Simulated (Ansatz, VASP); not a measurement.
## HfC in VASP and in Ansatz

Contents of INCAR:

```
ALGO = Normal ; EDIFF = 1E-8
ENCUT = 520 ; GGA = CA
ISIF = 2 ; ISMEAR = -1
LASPH = T ; LCHARG = F
LEFG = T ; LREAL = F
LWAVE = F ; NBANDS = 14
NELM = 60 ; PREC = Accurate
SIGMA = 0.05
```

Contents of KPOINTS:

```
k-points
0
Gamma
  12 12 12
```

File POSCAR:

```
HfC
1.0
   -0.0232500000      2.3133750000      2.3133750000
    2.3133750000     -0.0232500000      2.3133750000
    2.3133750000      2.3133750000     -0.0232500000
Hf C
1 1
Direct
    0.5000000000      0.5000000000      0.5000000000
    0.0000000000      0.0000000000      0.0000000000
```

Input for Ansatz:

```yaml
crystal:
  lattice:
    - [-0.02325, 2.313375, 2.313375]
    - [2.313375, -0.02325, 2.313375]
    - [2.313375, 2.313375, -0.02325]
  atoms:
    - { symbol: Hf, position: [0.5, 0.5, 0.5] }
    - { symbol: C, position: [0.0, 0.0, 0.0] }
kpoints:
  mp_grid: { grid: [12, 12, 12] }
scf:
  occupations: { method: fermi_dirac, width: 0.05 }
hamiltonian:
  xc: lda
  pseudopotentials: { kind: all_electron, datasets: crystal }
output:
  forces: true
  stress: true
  eigenvalues: true
  efg: { contact_densities: true }
```

Change from the starting cell: equal xy, yz and zx shear strains of -1 %, crystal datasets.

Alike in both runs: task electric field gradients; functional LDA; k mesh 12 × 12 × 12; occupations fermi-dirac, width 0.05 eV; no spin polarisation.

|  | VASP | Ansatz |
| --- | --- | --- |
| version | VASP 6.6.1 | Ansatz 0.2.0 |
| potentials or method | VASP PAW LDA potentials, release 64 (Hf_pv, C), cutoff 520 eV | all-electron PAW with datasets made for the crystal, scalar-relativistic |

```tsv
	VASP	Ansatz	Ansatz less VASP
pressure (GPa)	-11.5	-11.8	-0.23
traceless stress, the component that is largest in VASP (GPa)	1.70	1.70	-0.002
size of Vzz on the site where it differs most (V/Å²)	1.3	1.9	+0.63
```

LDA's correlation is that of Perdew and Zunger in VASP and of Perdew and Wang (1992) in Ansatz. Ansatz ran all-electron here, and VASP with PAW potentials.

Neither program's run includes spin-orbit coupling.
